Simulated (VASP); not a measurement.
SiC, 4 atoms in the cell. The structure is hexagonal, space group P6_3mc (No. 186). Conventional cell: a = 3.076 Å, b = 3.076 Å, c = 5.047 Å, α = 90.00°, β = 90.00°, γ = 120.00°. Si (site symmetry 3m) has 4 C at 1.88 to 1.90 Å within 2.5 Å. C (site symmetry 3m) has 4 Si at 1.88 to 1.90 Å within 2.5 Å. 

| Item | Value |
| --- | --- |
| Program | VASP 6.6.1 |
| Task | single point |
| Functional | r2SCAN |
| Potentials or basis | VASP PAW PBE potentials, release 64 (Si, C) |
| Cutoff | 520 eV |
| k mesh | 8 × 8 × 6 |
| Occupations | gaussian, width 0.05 eV |
| Spin | collinear spin, zero start |
| Starting moments | [0.0, 0.0, 0.0, 0.0] μB |
| Dipole correction | no |
| Further INCAR settings | ALGO = Normal; EDIFF = 1e-06; NBANDS = 20 |

Potentials or basis: VASP PAW PBE potentials, release 64 (Si, C).

Run with:

```bash
$ cat potpaw_PBE.64/Si/POTCAR potpaw_PBE.64/C/POTCAR > POTCAR
$ cp INCAR.step1 INCAR
$ mpirun -np 1 vasp_std > vasp.out
$ cp INCAR.step2 INCAR
$ mpirun -np 1 vasp_std > vasp.out
```

Hardware: 1 thread of Intel(R) Xeon(R) 6975P-C (Granite Rapids), on a shared host.

Task: How long does it take, and how much memory?

Result: It took 76 s on 1 thread of Intel(R) Xeon(R) 6975P-C (Granite Rapids), on a shared host, peak memory 0.19 GiB. Counts: k points 40.
